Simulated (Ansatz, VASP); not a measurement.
# One calculation of BaTiO3, two programs

INCAR

```
ALGO = Normal
EDIFF = 1E-6
ENCUT = 520
GGA = PS
ISIF = 2
ISMEAR = -1
LASPH = T
LCHARG = T
LELF = T
LREAL = F
LVHAR = T
LWAVE = F
NBANDS = 28
NELM = 80
PREC = Accurate
SIGMA = 0.05
```

Contents of KPOINTS:

```
k-points
0
Gamma
  7 7 7
```

File POSCAR:

```
BaTiO3
1.0
    4.0379468039      0.0000000000      0.0000000000
    0.0000000000      2.8742319127      2.8825904778
    0.0000000000     -2.8742319127      2.8825904778
Ba Ti O
1 1 3
Direct
    0.0000000000      0.0000000000      0.0000000000
    0.5000000000      0.5124000000      0.5124000000
    0.5000000000      0.9918400000      0.5052400000
    0.5000000000      0.5052400000      0.9918400000
    0.0000000000      0.4874000000      0.4874000000
```

File input.yaml:

```yaml
crystal:
  lattice:
    - [4.0379468039, 0.0, 0.0]
    - [0.0, 2.8742319127, 2.8825904778]
    - [0.0, -2.8742319127, 2.8825904778]
  atoms:
    - { symbol: Ba, position: [0.0, 0.0, 0.0] }
    - { symbol: Ti, position: [0.5, 0.5124, 0.5124] }
    - { symbol: O, position: [0.5, 0.99184, 0.50524] }
    - { symbol: O, position: [0.5, 0.50524, 0.99184] }
    - { symbol: O, position: [0.0, 0.4874, 0.4874] }
kpoints:
  mp_grid: { grid: [7, 7, 7] }
scf:
  occupations: { method: fermi_dirac, width: 0.05 }
hamiltonian:
  xc: pbesol
  pseudopotentials: { kind: all_electron, lapw: { basis_error: 0.001 } }
output:
  forces: true
  stress: true
  eigenvalues: true
```

Change from the starting cell: volume scaled by 1.04.

Alike in both runs: task single point; functional PBEsol; k mesh 7 × 7 × 7; occupations fermi-dirac, width 0.05 eV; no spin polarisation.

|  | VASP | Ansatz |
| --- | --- | --- |
| version | VASP 6.6.1 | Ansatz 0.2.0 |
| potentials or method | VASP PAW PBE potentials, release 64 (Ba_sv, Ti_sv, O), cutoff 520 eV | all-electron LAPW, scalar-relativistic |

Ansatz gave:

* gap on the k mesh at the Fermi level (eV): 1.85
* least direct gap on the mesh (eV): 1.99
* pressure (GPa): -9.7
* traceless stress, the component that is largest in VASP (GPa): -0.34
* rms of the force components (eV/Å): 0.198

Question: Which values does VASP return?

Answer: gap on the k mesh at the Fermi level (eV): 1.79; least direct gap on the mesh (eV): 1.97; pressure (GPa): -8.1; traceless stress, the component that is largest in VASP (GPa): -0.33; rms of the force components (eV/Å): 0.190.

VASP's potentials were made for PBE, not for PBEsol. Atom by atom the forces differ by 0.012 eV/Å (rms over components). Ansatz ran all-electron here, and VASP with PAW potentials.

Spin-orbit coupling is off throughout.
